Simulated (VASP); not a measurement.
# Li2O (Fm-3m) in VASP: single point with PBE0

Aim: the single point of Li2O with PBE0.

All numbers are computed with VASP 6.6.1; they aren't measurements. Logs are shortened: lines on timing, memory, paths and dates and some standing lists are left out, and cuts for length are marked.

## Step 1: The cell of the first run

Symmetry: Fm-3m, No. 225, cubic system. Conventional cell: a = 4.571 Å, b = 4.571 Å, c = 4.571 Å, α = 90.00°, β = 90.00°, γ = 90.00°. Within 2.6 Å of Li (site symmetry -43m) lie 4 O at 1.98 Å and 6 Li at 2.29 Å. Within 2.6 Å of O (site symmetry m-3m) lie 8 Li at 1.98 Å.

## Step 2: Single point, PBE0

Contents of POSCAR:

```
Li2O
1.0
    0.0000000000      2.2853775200      2.2853775200
    2.2853775200      0.0000000000      2.2853775200
    2.2853775200      2.2853775200      0.0000000000
Li O
2 1
Direct
    0.2500000000      0.2500000000      0.2500000000
    0.7500000000      0.7500000000      0.7500000000
    0.0000000000      0.0000000000      0.0000000000
```

Contents of INCAR.step1:

```
ALGO = Normal ; EDIFF = 1E-5
ENCUT = 650 ; GGA = PE
GGA_COMPAT = False ; ISIF = 2
ISMEAR = -1 ; KPAR = 4
LASPH = True ; LCHARG = False
LREAL = False ; LWAVE = True
NBANDS = 13 ; NELM = 120
PREC = Accurate ; SIGMA = 0.02
```

Contents of INCAR.step2:

```
AEXX = 0.25 ; ALGO = Normal
EDIFF = 1E-6 ; ENCUT = 650
GGA = PE ; GGA_COMPAT = False
ISIF = 2 ; ISMEAR = -1
ISTART = 1 ; KPAR = 4
LASPH = True ; LCHARG = False
LHFCALC = True ; LREAL = False
LWAVE = False ; NBANDS = 13
NELM = 120 ; PREC = Accurate
PRECFOCK = Normal ; SIGMA = 0.02
```

Contents of KPOINTS:

```
k-points
0
Gamma
  8 8 8
```

Potentials or basis: VASP PAW PBE potentials, release 64 (Li_sv, O).

Command:

```console
> cat potpaw_PBE.64/Li_sv/POTCAR potpaw_PBE.64/O/POTCAR > POTCAR
> cp INCAR.step1 INCAR
> mpirun -np 4 vasp_std > vasp.out
> cp INCAR.step2 INCAR
> mpirun -np 4 vasp_std > vasp.out
```

OUTCAR:

```text
AEXX = 0.25
   EDIFF = 1E-6
   ENCUT = 650
   GGA = PE
   ISIF = 2
   ISMEAR = -1
   ISTART = 1
   LASPH = True
   LHFCALC = True
   LREAL = False
   NELM = 120
   PREC = Accurate
   PRECFOCK = Normal

 ion  position               nearest neighbor table
   1  0.250  0.250  0.250-   3 1.98   3 1.98   3 1.98   3 1.98   2 2.29   2 2.29   2 2.29   2 2.29
                             2 2.29   2 2.29
   2  0.750  0.750  0.750-   3 1.98   3 1.98   3 1.98   3 1.98   1 2.29   1 2.29   1 2.29   1 2.29
                             1 2.29   1 2.29
   3  0.000  0.000  0.000-   2 1.98   2 1.98   2 1.98   1 1.98   2 1.98   1 1.98   1 1.98   1 1.98

  LATTYP: Found a face centered cubic cell.
 ALAT       =     4.5707550400

  Lattice vectors:

 A1 = (   0.0000000000,   2.2853775200,   2.2853775200)
 A2 = (   2.2853775200,   0.0000000000,   2.2853775200)
 A3 = (   2.2853775200,   2.2853775200,   0.0000000000)

Analysis of symmetry for initial positions (statically):
=====================================================================
 Subroutine PRICEL returns:
 Original cell was already a primitive cell.

 Routine SETGRP: Setting up the symmetry group for a
 face centered cubic supercell.

 Subroutine GETGRP returns: Found 48 space group operations
 (whereof 48 operations were pure point group operations)
 out of a pool of 48 trial point group operations.

The static configuration has the point symmetry O_h .

Analysis of symmetry for dynamics (positions and initial velocities):
=====================================================================
 Subroutine PRICEL returns:
 Original cell was already a primitive cell.

 Routine SETGRP: Setting up the symmetry group for a
 face centered cubic supercell.

 Subroutine GETGRP returns: Found 48 space group operations
 (whereof 48 operations were pure point group operations)
 out of a pool of 48 trial point group operations.

The dynamic configuration has the point symmetry O_h .

 Subroutine INISYM returns: Found 48 space group operations
 (whereof 48 operations are pure point group operations),
 and found     1 'primitive' translations

----------------------------------------------------------------------------------------

                                     Primitive cell

  volume of cell :      23.8728

  direct lattice vectors                    reciprocal lattice vectors
     0.000000000  2.285377520  2.285377520    -0.218782234  0.218782234  0.218782234
     2.285377520  0.000000000  2.285377520     0.218782234 -0.218782234  0.218782234
     2.285377520  2.285377520  0.000000000     0.218782234  0.218782234 -0.218782234

  length of vectors
     3.232011884  3.232011884  3.232011884     0.378941946  0.378941946  0.378941946

  position of ions in fractional coordinates (direct lattice)
     0.250000000  0.250000000  0.250000000
     0.750000000  0.750000000  0.750000000
     0.000000000  0.000000000  0.000000000

  ion indices of the primitive-cell ions
   primitive index   ion index
                 1           1
                 2           2
                 3           3

----------------------------------------------------------------------------------------

 KPOINTS: k-points

Automatic generation of k-mesh.
 Grid dimensions read from file:
 generate k-points for:    8    8    8

 Generating k-lattice:

  Cartesian coordinates                     Fractional coordinates (reciprocal lattice)
    -0.027347779  0.027347779  0.027347779     0.125000000  0.000000000  0.000000000
     0.027347779 -0.027347779  0.027347779     0.000000000  0.125000000  0.000000000
     0.027347779  0.027347779 -0.027347779     0.000000000  0.000000000  0.125000000

  Length of vectors
     0.047367743  0.047367743  0.047367743

  Shift w.r.t. Gamma in fractional coordinates (k-lattice)
     0.000000000  0.000000000  0.000000000

 Subroutine IBZKPT returns following result:
 ===========================================

 Found     29 irreducible k-points:

 Following reciprocal coordinates:
            Coordinates               Weight
  0.000000  0.000000  0.000000      1.000000
  0.125000  0.000000  0.000000      8.000000
  0.250000  0.000000  0.000000      8.000000
  0.375000  0.000000  0.000000      8.000000
  0.500000  0.000000  0.000000      4.000000
  0.125000  0.125000  0.000000      6.000000
[... 16 lines left out ...]
  0.500000  0.250000  0.125000     48.000000
 -0.375000  0.250000  0.125000     24.000000
 [... further k-points ...]
   k-points           NKPTS =     29   k-points in BZ     NKDIM =    512   number of bands    NBANDS=     13
   number of dos      NEDOS =    301   number of ions     NIONS =      3
   total plane-waves  NPLWV =  21952
   dimension x,y,z NGX =    28 NGY =   28 NGZ =   28
   dimension x,y,z NGXF=    56 NGYF=   56 NGZF=   56
   ions per type =               2   1
   NGX,Y,Z   is equivalent  to a cutoff of  14.40, 14.40, 14.40 a.u.
   NGXF,Y,Z  is equivalent  to a cutoff of  28.80, 28.80, 28.80 a.u.
 SYSTEM =  unknown system
   PREC   = accura    normal or accurate (medium, high low for compatibility)
   ISTART =      1    job   : 0-new  1-cont  2-samecut
   ICHARG =      0    charge: 1-file 2-atom 10-const
   ISPIN  =      1    spin polarized calculation?
   LNONCOLLINEAR =      F non collinear calculations
   LSORBIT =      F    spin-orbit coupling
   LASPH  =      T    aspherical Exc in radial PAW
   ENCUT  =  650.0 eV  47.77 Ry    6.91 a.u.   6.72  6.72  6.72*2*pi/ulx,y,z
   NELM   =    120;   NELMIN=  2; NELMDL=  0     # of ELM steps
   EDIFF  = 0.1E-05   stopping-criterion for ELM
   LREAL  =      F    real-space projection
   EDIFFG = 0.1E-04   stopping-criterion for IOM
   NSW    =      0    number of steps for IOM
   IBRION =     -1    ionic relax: 0-MD 1-quasi-New 2-CG
   NFREE  =      0    steps in history (QN), initial steepest desc. (CG)
   ISIF   =      2    stress and relaxation
   ISYM   =      3    0-nonsym 1-usesym 2-fastsym
   POTIM  = 0.5000    time-step for ionic-motion
   TEBEG  =    0.0;   TEEND  =   0.0 temperature during run
   PSTRESS=    0.0 pullay stress
   NELECT =      12.0000    total number of electrons
   NUPDOWN=      -1.0000    fix difference up-down
   EMIN   =  10.00;   EMAX   =-10.00  energy-range for DOS
   EFERMI =   0.00;   METHOD = LEGACY
   ISMEAR =    -1;   SIGMA  =   0.02  broadening in eV -4-tet -1-fermi 0-gaus
   EFERMI_NEDOS =   21; number of points for ismear=-14 and -15
   IALGO  =     38    algorithm
   IMIX   =      1    mixing-type and parameters
     AMIX     =   0.40;   BMIX     =  1.00
     AMIX_MAG =   1.60;   BMIX_MAG =  1.00
  volume/ion in A,a.u.               =       7.96        53.70
  Fermi-wavevector in a.u.,A,eV,Ry     =   1.301669  2.459798 23.052932  1.694343
  Thomas-Fermi vector in A             =   2.432788
   LORBIT       =      0    0 simple, 1 ext, 2 COOP (PROOUT), +10 PAW based schemes
   GGA     = PE    functional components
   LHFCALC =     T    Hartree Fock is set to
   PRECFOCK=normal    Normal, Fast or Accurate (Low or Medium for compatibility)
   ENCUT4O =  -1.0   cutoff for four orbital integrals eV
   NKREDX  =     1    reduce k-point grid by
   NKREDY  =     1    reduce k-point grid by
   NKREDZ  =     1    reduce k-point grid by
   AEXX    =    0.2500 exact exchange contribution
   HFSCREEN=    0.0000 screening length (either q_TF or 0.3 A-1)
   HFSCREENC=   0.0000 screening length for correlation (either q_TF or 0.3 A-1)
   ENCUTFOCK=  -1.0 apply spherical cutoff to Coloumb kernel
   IVDW    =     0    specifies the selected vdW correction
   LEPSILON=     F    determine dielectric tensor
   LRPA    =     F    only Hartree local field effects (RPA)
 non-spin polarized calculation
  energy-cutoff  :      650.00
  volume of cell :       23.87
 maximum number of plane-waves:       934
  NGX = 24; NGY = 24; NGZ = 24

 number of electron      12.0000004 magnetization

 Free energy of the ion-electron system (eV)
  ---------------------------------------------------
  ext. energy  EPLUGINS =         0.00000000
  ---------------------------------------------------
  free energy    TOTEN  =       -17.61865076 eV

  energy without entropy =      -17.61865076  energy(sigma->0) =      -17.61865076

 E-fermi :   0.3209     XC(G=0):  -7.7520

 val. band max:       -0.1182120115   @ k =   0.0000   0.0000   0.0000
 cond. band min:       7.2610042094   @ k =   0.5000   0.5000   0.0000
 fundamental gap:      7.3792162208
 Fermi energy:         0.3209021976

 k-point     1 :       0.0000    0.0000    0.0000
  band No.  band energies     occupation
      1     -45.5801      2.00000
      2     -45.2130      2.00000
      3     -17.1175      2.00000
      4      -0.1182      2.00000
      5      -0.1182      2.00000
      6      -0.1182      2.00000
      7       7.7848      0.00000
      8      14.6793      0.00000
      9      14.6793      0.00000
     10      14.6793      0.00000
     11      21.9645      0.00000
     12      21.9645      0.00000
     13      21.9645      0.00000

 k-point     2 :       0.1250    0.0000    0.0000
  band No.  band energies     occupation
      1     -45.5637      2.00000
      2     -45.2249      2.00000
      3     -17.0824      2.00000
      4      -0.6711      2.00000
      5      -0.1992      2.00000
      6      -0.1992      2.00000
      7       8.2259      0.00000
      8      14.7447      0.00000
      9      14.9144      0.00000
     10      14.9144      0.00000
     11      20.5534      0.00000
     12      20.5534      0.00000
     13      22.5233      0.00000

 k-point     3 :       0.2500    0.0000    0.0000
  band No.  band energies     occupation
      1     -45.5179      2.00000
      2     -45.2589      2.00000
      3     -16.9932      2.00000
      4      -1.8211      2.00000
      5      -0.3832      2.00000
      6      -0.3832      2.00000
      7       9.3002      0.00000
      8      14.6026      0.00000
      9      15.1752      0.00000
     10      15.1752      0.00000
     11      19.7344      0.00000
     12      19.7344      0.00000
     13      23.9305      0.00000
[... 305 lines left out ...]
 k-point    23 :       0.5000    0.2500    0.1250
  band No.  band energies     occupation
      1     -45.4352      2.00000
      2     -45.3228      2.00000
      3     -16.8543      2.00000
      4      -2.5579      2.00000
      5      -1.2674      2.00000
      6      -0.8357      2.00000
      7      10.0265      0.00000
      8      13.5800      0.00000
      9      16.0604      0.00000
     10      16.5033      0.00000
     11      18.7685      0.00000
     12      22.5365      0.00000
     13      25.7541      0.00000

 k-point    24 :      -0.3750    0.2500    0.1250
  band No.  band energies     occupation
      1     -45.3770      2.00000
      2     -45.3769      2.00000
      3     -16.8213      2.00000
      4      -2.8300      2.00000
      5      -1.2440      2.00000
      6      -1.0162      2.00000
      7      10.4921      0.00000
      8      13.1356      0.00000
      9      15.9855      0.00000
     10      16.4529      0.00000
     11      20.6827      0.00000
     12      21.0368      0.00000
     13      26.3600      0.00000

 [... further k-points ...]
[... 5 lines left out ...]
  --------------------------------------------------------------------------------------
  -------------------------------------------------------------------------------------
  Total       -0.0965865     -0.0965865     -0.0965865      0.0000000      0.0000000     -0.0000000
  in kB       -6.4822120     -6.4822120     -6.4822120      0.0000000      0.0000000     -0.0000000
  external PRESSURE =      -6.4822120 kB  Pullay stress =       0.0000000 kB

 VOLUME and BASIS-vectors are now :
 -----------------------------------------------------------------------------
  energy-cutoff  :      650.00
  volume of cell :       23.87
      direct lattice vectors                 reciprocal lattice vectors
     0.000000000  2.285377520  2.285377520    -0.218782234  0.218782234  0.218782234
     2.285377520  0.000000000  2.285377520     0.218782234 -0.218782234  0.218782234
     2.285377520  2.285377520  0.000000000     0.218782234  0.218782234 -0.218782234

 POSITION                                       TOTAL-FORCE (eV/Angst)
 -----------------------------------------------------------------------------------
      1.14269      1.14269      1.14269         0.000000      0.000000      0.000000
      3.42807      3.42807      3.42807        -0.000000     -0.000000     -0.000000
      0.00000      0.00000      0.00000         0.000000      0.000000      0.000000
 -----------------------------------------------------------------------------------
    total drift:                                0.000000     -0.000000     -0.000000

  FREE ENERGIE OF THE ION-ELECTRON SYSTEM (eV)
  ---------------------------------------------------
  free  energy   TOTEN  =       -17.6186507599 eV

  energy  without entropy=      -17.6186507599  energy(sigma->0) =      -17.61865076
```

It took 12 min on 4 MPI ranks of Intel Xeon Platinum 8488C (Sapphire Rapids), shared host; peak memory 0.18 GiB.

Results:

```
Free energy            : -17.6187 eV
Pressure               : -0.6 GPa
Band gap on the k mesh : 7.38 eV (least direct gap 7.90 eV)
```

Levels at points of the mesh, in eV from the valence-band top:
```csv
k point,band 4,band 5,band 6,band 7,band 8,band 9
"(0.00, 0.00, 0.00)",0.00,0.00,0.00,7.90,14.80,14.80
"(0.50, 0.00, 0.00)",-3.07,-0.50,-0.50,12.10,12.82,14.87
"(0.50, 0.50, 0.00)",-1.81,-1.53,-1.53,7.38,16.80,16.80
```

Caveat: the PAW data sets were made with another functional, which shifts forces and pressure a little. A k mesh can miss the band edges.
